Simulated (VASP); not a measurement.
Write the native input for VASP 6.6.1 that does the following.

```yaml
Task: single point
Functional: LDA
Potentials_or_basis: VASP PAW LDA potentials, release 64 (Zn, S)
Cutoff: 520 eV
k_mesh: 6 × 6 × 4
Occupations: gaussian, width 0.01 eV
Spin: no spin polarisation
Dipole_correction: no
Further_INCAR_settings: ALGO = Normal; EDIFF = 1e-07; NBANDS = 26
```

The structure of ZnS lies in POSCAR:

```
ZnS
1.0
    3.8129970854      0.0000000000      0.0000000000
   -1.9064985427      3.3021523405      0.0000000000
    0.0000000000      0.0000000000      6.0692816811
Zn S
2 2
Direct
    0.3333333333      0.6666666667      0.0055913299
    0.6666666667      0.3333333333      0.5055913299
    0.3333333333      0.6666666667      0.3794086701
    0.6666666667      0.3333333333      0.8794086701
```

This cell differs from its parent crystal: in-plane strain +0.02.

These files were run (other wordings do the same):

INCAR

```
SYSTEM = ZnS
ALGO     = Normal         ! electronic algorithm
EDIFF    = 1E-7           ! SCF threshold, eV
ENCUT    = 520            ! plane-wave cutoff, eV
ISIF     = 2              ! what is computed and relaxed
ISMEAR   = 0              ! smearing method
LASPH    = .TRUE.         ! aspherical terms in the spheres
LCHARG   = .FALSE.        ! write CHGCAR
LREAL    = .FALSE.        ! projectors in reciprocal space
LWAVE    = .FALSE.        ! write WAVECAR
NBANDS   = 26             ! bands
NELM     = 60             ! most SCF steps
PREC     = Accurate       ! precision mode
SIGMA    = 0.01           ! smearing width, eV
```

KPOINTS

```
k-points
0
G
  6 6 4
  0 0 0
```

Potentials or basis: VASP PAW LDA potentials, release 64 (Zn, S).

The run is started by

```console
$ cat potpaw_LDA.64/Zn/POTCAR potpaw_LDA.64/S/POTCAR > POTCAR
$ mpirun -np 1 vasp_std > vasp.out
```

Results of the run:

```yaml
Pressure: -1.8 GPa
Largest_force: 0.247 eV/Å
Band_gap_on_the_k_mesh: 2.15 eV, direct
```

Caveat: the cell differs from its parent crystal (in-plane strain +0.02).

Wall time 48 s on 1 thread of Intel Xeon 6975P-C, on a shared host, peak memory 0.17 GiB.
